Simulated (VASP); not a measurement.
# ZnS (P1) in VASP: electric field gradients with PBE

Aim: the electric field gradients of ZnS with PBE.

Everything below comes from runs of VASP 6.6.1. Logs are shortened: lines on timing, memory, paths and dates and some standing lists are left out, and cuts for length are marked.

**1. The cell of the first run**

The typed cell holds 4 atoms: a = 3.812 Å, b = 3.762 Å, c = 6.235 Å, α = 89.36°, β = 88.27°, γ = 118.70°.

**2. Electric field gradients, PBE (equal xy, yz and zx shear strains of +3 %)**

INCAR

```
PREC = Accurate
ENCUT = 520
EDIFF = 1E-8
ISMEAR = -1
SIGMA = 0.03
LREAL = F
LASPH = T
NELM = 100
ALGO = Normal
ISIF = 2
LWAVE = F
LCHARG = F
GGA = PE
LEFG = T
NBANDS = 26
```

KPOINTS

```
regular mesh
0
Gamma
  8 8 5
```

POSCAR

```
ZnS
1.0
    3.8109987816      0.0571649817      0.0571649817
   -1.8559930644      3.2718392677      0.0209238355
    0.0935100000      0.0935100000      6.2340000000
Zn S
2 2
Direct
    0.3333333333      0.6666666667      0.0000000000
    0.6666666667      0.3333333333      0.5000000000
    0.3333333333      0.6666666667      0.3850000000
    0.6666666667      0.3333333333      0.8850000000
```

Potentials or basis: VASP PAW PBE potentials, release 64 (Zn, S).

Started as:

```sh
$ cat potpaw_PBE.64/Zn/POTCAR potpaw_PBE.64/S/POTCAR > POTCAR
$ mpirun -np 1 vasp_std > vasp.out
```

OUTCAR:

```text
PREC = Accurate
   ENCUT = 520
   EDIFF = 1E-8
   ISMEAR = -1
   LREAL = F
   LASPH = T
   NELM = 100
   ISIF = 2
   GGA = PE

 ion  position               nearest neighbor table
   1  0.333  0.667  0.000-   4 2.28   4 2.29   4 2.37   3 2.40
   2  0.667  0.333  0.500-   3 2.29   3 2.31   3 2.34   4 2.40
   3  0.333  0.667  0.385-   2 2.29   2 2.31   2 2.34   1 2.40
   4  0.667  0.333  0.885-   1 2.28   1 2.29   1 2.37   2 2.40

  LATTYP: Found a triclinic cell.
 ALAT       =     3.8614005892
 B/A-ratio  =     2.3160893807
 C/A-ratio  =     0.9871693112
 COS(alpha) =     0.0012395079
 COS(beta)  =     0.5194127996
 COS(gamma) =     0.6137347293

  Lattice vectors:

 A1 = (  -1.9550057172,  -3.3290042494,  -0.0780888172)
 A2 = (  -0.0055026528,  -6.5073335171,   6.1349873473)
 A3 = (  -3.8109987816,  -0.0571649817,  -0.0571649817)

Analysis of symmetry for initial positions (statically):
=====================================================================
 Subroutine PRICEL returns:
 Original cell was already a primitive cell.

 Routine SETGRP: Setting up the symmetry group for a
 triclinic supercell.

 Subroutine GETGRP returns: Found  1 space group operations
 (whereof  1 operations were pure point group operations)
 out of a pool of  2 trial point group operations.

The static configuration has the point symmetry C_1 .

Analysis of symmetry for dynamics (positions and initial velocities):
=====================================================================
 Subroutine PRICEL returns:
 Original cell was already a primitive cell.

 Routine SETGRP: Setting up the symmetry group for a
 triclinic supercell.

 Subroutine GETGRP returns: Found  1 space group operations
 (whereof  1 operations were pure point group operations)
 out of a pool of  2 trial point group operations.

The dynamic configuration has the point symmetry C_1 .

 Subroutine INISYM returns: Found  1 space group operations
 (whereof  1 operations are pure point group operations),
 and found     1 'primitive' translations

----------------------------------------------------------------------------------------

                                     Primitive cell

  volume of cell :      78.3583

  direct lattice vectors                    reciprocal lattice vectors
     3.810998782  0.057164982  0.057164982     0.260274943  0.147683456 -0.006119376
    -1.855993064  3.271839268  0.020923836    -0.004479694  0.303125970 -0.004479694
     0.093510000  0.093510000  6.234000000    -0.002371652 -0.002371652  0.160481801

  length of vectors
     3.811856160  3.761659242  6.235402492     0.299317384  0.303192165  0.160516846

  position of ions in fractional coordinates (direct lattice)
     0.333333333  0.666666667  0.000000000
     0.666666667  0.333333333  0.500000000
     0.333333333  0.666666667  0.385000000
     0.666666667  0.333333333  0.885000000

  ion indices of the primitive-cell ions
   primitive index   ion index
                 1           1
                 2           2
                 3           3
                 4           4

----------------------------------------------------------------------------------------

 KPOINTS: regular mesh

Automatic generation of k-mesh.
 Grid dimensions read from file:
 generate k-points for:    8    8    5

 Generating k-lattice:

  Cartesian coordinates                     Fractional coordinates (reciprocal lattice)
     0.032534368  0.018460432 -0.000764922     0.125000000 -0.000000000 -0.000000000
    -0.000559962  0.037890746 -0.000559962    -0.000000000  0.125000000  0.000000000
[... 40 lines left out ...]
   k-points           NKPTS =    162   k-points in BZ     NKDIM =    162   number of bands    NBANDS=     26
   number of dos      NEDOS =    301   number of ions     NIONS =      4
   total plane-waves  NPLWV =  37632
   dimension x,y,z NGX =    28 NGY =   28 NGZ =   48
   dimension x,y,z NGXF=    56 NGYF=   56 NGZF=   96
   ions per type =               2   2
   NGX,Y,Z   is equivalent  to a cutoff of  12.21, 12.37, 12.80 a.u.
   NGXF,Y,Z  is equivalent  to a cutoff of  24.42, 24.75, 25.60 a.u.
 SYSTEM =  unknown system
   PREC   = accura    normal or accurate (medium, high low for compatibility)
   ISTART =      0    job   : 0-new  1-cont  2-samecut
   ICHARG =      2    charge: 1-file 2-atom 10-const
   ISPIN  =      1    spin polarized calculation?
   LNONCOLLINEAR =      F non collinear calculations
   LSORBIT =      F    spin-orbit coupling
   LASPH  =      T    aspherical Exc in radial PAW
   ENCUT  =  520.0 eV  38.22 Ry    6.18 a.u.   7.09  6.99 11.59*2*pi/ulx,y,z
   NELM   =    100;   NELMIN=  2; NELMDL= -5     # of ELM steps
   EDIFF  = 0.1E-07   stopping-criterion for ELM
   LREAL  =      F    real-space projection
   EDIFFG = 0.1E-06   stopping-criterion for IOM
   NSW    =      0    number of steps for IOM
   IBRION =     -1    ionic relax: 0-MD 1-quasi-New 2-CG
   NFREE  =      0    steps in history (QN), initial steepest desc. (CG)
   ISIF   =      2    stress and relaxation
   ISYM   =      2    0-nonsym 1-usesym 2-fastsym
   POTIM  = 0.5000    time-step for ionic-motion
   TEBEG  =    0.0;   TEEND  =   0.0 temperature during run
   PSTRESS=    0.0 pullay stress
   NELECT =      36.0000    total number of electrons
   NUPDOWN=      -1.0000    fix difference up-down
   EMIN   =  10.00;   EMAX   =-10.00  energy-range for DOS
   EFERMI =   0.00;   METHOD = LEGACY
   ISMEAR =    -1;   SIGMA  =   0.03  broadening in eV -4-tet -1-fermi 0-gaus
   EFERMI_NEDOS =   21; number of points for ismear=-14 and -15
   IALGO  =     38    algorithm
   IMIX   =      4    mixing-type and parameters
     AMIX     =   0.40;   BMIX     =  1.00
     AMIX_MAG =   1.60;   BMIX_MAG =  1.00
  volume/ion in A,a.u.               =      19.59       132.20
  Fermi-wavevector in a.u.,A,eV,Ry     =   1.263225  2.387149 21.711329  1.595738
  Thomas-Fermi vector in A             =   2.396593
   LORBIT       =      0    0 simple, 1 ext, 2 COOP (PROOUT), +10 PAW based schemes
   GGA     = PE    functional components
   LHFCALC =     F    Hartree Fock is set to
   AEXX    =    0.0000 exact exchange contribution
   IVDW    =     0    specifies the selected vdW correction
   LEPSILON=     F    determine dielectric tensor
   LRPA    =     F    only Hartree local field effects (RPA)
 non-spin polarized calculation
  energy-cutoff  :      520.00
  volume of cell :       78.36
 maximum number of plane-waves:      2126
   NGX = 15   NGY = 13   NGZ = 23

 number of electron      35.9999975 magnetization

 Free energy of the ion-electron system (eV)
  ---------------------------------------------------
  ext. energy  EPLUGINS =         0.00000000
  ---------------------------------------------------
  free energy    TOTEN  =       -13.62440324 eV

  energy without entropy =      -13.62440324  energy(sigma->0) =      -13.62440324

 E-fermi :   2.8077     XC(G=0):  -9.6554

 val. band max:        2.2231085854   @ k =   0.0000   0.0000   0.0000
 cond. band min:       4.4062908642   @ k =   0.0000   0.0000   0.0000
 fundamental gap:      2.1831822788
 Fermi energy:         2.8076679910

 k-point     1 :       0.0000    0.0000    0.0000
  band No.  band energies     occupation
      1     -11.0295      2.00000
      2     -10.1030      2.00000
      3      -4.2141      2.00000
      4      -4.2041      2.00000
      5      -4.1499      2.00000
      6      -4.1366      2.00000
[... 685 lines left out ...]
     25      11.7881      0.00000
     26      12.0481      0.00000

 [... further k-points ...]

------------------------ aborting loop because EDIFF is reached ----------------------------------------

  FORCE on cell =-STRESS in cart. coord.  units (eV):
  Direction    XX          YY          ZZ          XY          YZ          ZX
  --------------------------------------------------------------------------------------
  -------------------------------------------------------------------------------------
  Total        1.6438380      1.6291520      0.5882661     -0.8652862     -0.5239785     -0.5259728
  in kB       33.6112657     33.3109842     12.0281736    -17.6923533    -10.7136954    -10.7544731
  external PRESSURE =      26.3168078 kB  Pullay stress =       0.0000000 kB

 VOLUME and BASIS-vectors are now :
 -----------------------------------------------------------------------------
  energy-cutoff  :      520.00
  volume of cell :       78.36
      direct lattice vectors                 reciprocal lattice vectors
     3.810998782  0.057164982  0.057164982     0.260274943  0.147683456 -0.006119376
    -1.855993064  3.271839268  0.020923836    -0.004479694  0.303125970 -0.004479694
     0.093510000  0.093510000  6.234000000    -0.002371652 -0.002371652  0.160481801

 POSITION                                       TOTAL-FORCE (eV/Angst)
 -----------------------------------------------------------------------------------
      0.03300      2.20028      0.03300        -0.272956     -0.097409      0.338872
      1.96876      1.17548      3.16208         0.058651     -0.113983      0.324355
      0.06901      2.23628      2.43309        -0.098745      0.114639     -0.319428
      2.00476      1.21148      5.56217         0.313050      0.096753     -0.343799
 -----------------------------------------------------------------------------------
    total drift:                               -0.000023     -0.000163      0.000537

  FREE ENERGIE OF THE ION-ELECTRON SYSTEM (eV)
  ---------------------------------------------------
  free  energy   TOTEN  =       -13.6244032379 eV

  energy  without entropy=      -13.6244032378  energy(sigma->0) =      -13.62440324

 Electric field gradients (V/A^2)
---------------------------------------------------------------------
 ion       V_xx      V_yy      V_zz      V_xy      V_xz      V_yz
---------------------------------------------------------------------
   1      -3.866   -15.746    19.612    11.181     5.764    -0.243
   2     -15.655    -3.595    19.251    -0.785    -6.035    -0.043
   3       3.691     2.256    -5.947     5.600     6.447     4.913
   4       2.474     3.286    -5.760     4.479     3.340     4.862
---------------------------------------------------------------------

 Electric field gradients after diagonalization (V/A^2)
 (convention: |V_zz| > |V_xx| > |V_yy|)
----------------------------------------------------------------------
 ion       V_xx      V_yy      V_zz     asymmetry (V_yy - V_xx)/ V_zz
----------------------------------------------------------------------
   1      21.114     1.597   -22.711       0.859
   2     -16.716    -3.549    20.265       0.650
   3      -9.586    -2.636    12.222       0.569
   4      -8.071    -1.535     9.607       0.680
----------------------------------------------------------------------

           NMR quadrupolar parameters

 Cq : quadrupolar parameter    Cq=e*Q*V_zz/h
 eta: asymmetry parameters     (V_yy - V_xx)/ V_zz
 Q  : nuclear electric quadrupole moment in mb (millibarn)
----------------------------------------------------------------------
 ion       Cq(MHz)       eta       Q (mb)
----------------------------------------------------------------------
   1      -0.055       0.859       1.000
   2       0.049       0.650       1.000
   3       0.030       0.569       1.000
   4       0.023       0.680       1.000
----------------------------------------------------------------------
```

It took 2.1 min on 1 thread of Intel Xeon 6975P-C (Granite Rapids), shared host; peak memory 0.37 GiB.

Results:

| Property | Result |
| --- | --- |
| Free energy | -13.6244 eV |
| Pressure | 2.6 GPa |
| Largest force | 0.475 eV/Å |
| Band gap on the k mesh | 2.18 eV |
| Largest electric field gradient by atom | Zn -22.7, +20.3; S +12.2, +9.6 V/Å² |

Forces in eV/Å, atoms in the order of the input:
```
Zn  -0.273 -0.097  0.339
Zn   0.059 -0.114  0.324
S   -0.099  0.115 -0.319
S    0.313  0.097 -0.344
```

Electric field gradients, principal values (V/Å²):
| atom | least | middle | greatest (by size) |
| --- | --- | --- | --- |
| 1 Zn | 1.597 | 21.114 | -22.711 |
| 2 Zn | -3.549 | -16.716 | 20.265 |
| 3 S | -2.636 | -9.586 | 12.222 |
| 4 S | -1.535 | -8.071 | 9.607 |

Caveat: the cell differs from its parent crystal (equal xy, yz and zx shear strains of +3 %); without QUAD_EFG the Cq values of the log hold for a quadrupole moment of 1 mb, not for the nuclei.
